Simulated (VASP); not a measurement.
Set up this calculation in VASP 6.6.1, as the native input.

```
Task                   : single point
Functional             : PBEsol
Potentials or basis    : VASP PAW PBE potentials, release 64 (Mg, B)
Cutoff                 : 600 eV
k mesh                 : 8 × 8 × 6
Occupations            : fermi-dirac, width 0.05 eV
Spin                   : no spin polarisation
Dipole correction      : no
Further INCAR settings : ALGO = Normal; EDIFF = 1e-06; NBANDS = 11
```

The structure of MgB2 lies in POSCAR:

```
MgB2
1.0
    3.1158500000      0.0000000000      0.0000000000
   -1.5579250000      2.6984052544      0.0000000000
    0.0000000000      0.0000000000      3.5230000000
Mg B
1 2
Direct
    0.0000000000      0.0000000000      0.0000000000
    0.6666666667      0.3333333333      0.5000000000
    0.3333333333      0.6666666667      0.5000000000
```

One way to write it, as run:

INCAR

```
PREC = Accurate
ENCUT = 600
EDIFF = 1E-6
ISMEAR = -1
SIGMA = 0.05
LREAL = False
LASPH = True
NELM = 120
ALGO = Normal
ISIF = 2
LWAVE = False
LCHARG = False
GGA = PS
NBANDS = 11
GGA_COMPAT = False
```

KPOINTS

```
regular mesh
0
Gamma
  8 8 6
```

Potentials or basis: VASP PAW PBE potentials, release 64 (Mg, B).

Launch:

```console
$ cat potpaw_PBE.64/Mg/POTCAR potpaw_PBE.64/B/POTCAR > POTCAR
$ mpirun -np 1 vasp_std > vasp.out
```

Results of the run:

| Property | Result |
| --- | --- |
| Pressure | -6.2 GPa |
| Band gap on the k mesh | zero (band 4 reaches 6.22 eV, above the bottom of band 5 at 3.61 eV) |

Caveat: the PAW data sets were made with another functional, which shifts forces and pressure a little.

Wall time 18 s on 1 thread of Intel(R) Xeon(R) Platinum 8259CL CPU @ 2.50GHz (Skylake/Cascade Lake) (shared host), peak memory 0.16 GiB.
